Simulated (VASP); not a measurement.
A run of VASP 6.6.1 is set up as follows.

Contents of INCAR:

```
SYSTEM = HfGa2As2
ALGO = Normal
EDIFF = 1E-7
ENCUT = 520
GGA = PE
ISIF = 2
ISMEAR = 0
LASPH = .True.
LCHARG = .False.
LREAL = .False.
LWAVE = .False.
NBANDS = 31
NELM = 100
PREC = Accurate
SIGMA = 0.1
```

Contents of KPOINTS:

```
k-points
0
Gamma
  4 4 4
  0 0 0
```

File POSCAR:

```
HfGa2As2
1.0
    3.6236694127      0.0000000000      0.0000000000
    0.0000000000      3.6236694127      0.0000000000
    0.0000000000      0.0000000000      7.6076321513
Hf Ga As
1 2 2
Direct
    0.0000000000      0.0000000000      0.0000000000
    0.0000000000      0.5000000000      0.5000000000
    0.5000000000      0.0000000000      0.5000000000
    0.5000000000      0.5000000000      0.1769470801
    0.5000000000      0.5000000000      0.8230529199
```

Potentials or basis: VASP PAW PBE potentials, release 64 (Hf_pv, Ga_d, As).

Launch:

```bash
$ cat potpaw_PBE.64/Hf_pv/POTCAR potpaw_PBE.64/Ga_d/POTCAR potpaw_PBE.64/As/POTCAR > POTCAR
$ mpirun -np 1 vasp_std > vasp.out
```

(1) Estimate the largest force.

(2) Estimate the band gap on the k mesh.

Answers

(1) 0.009 eV/Å.

(2) zero (bands 23 and 24 overlap by 3.56 eV).

Caveat: the k points lie up to 0.43 Å⁻¹ apart, too coarse for converged energies and pressures of a metal; spin-orbit coupling is left out, which moves the levels of the heavy elements.
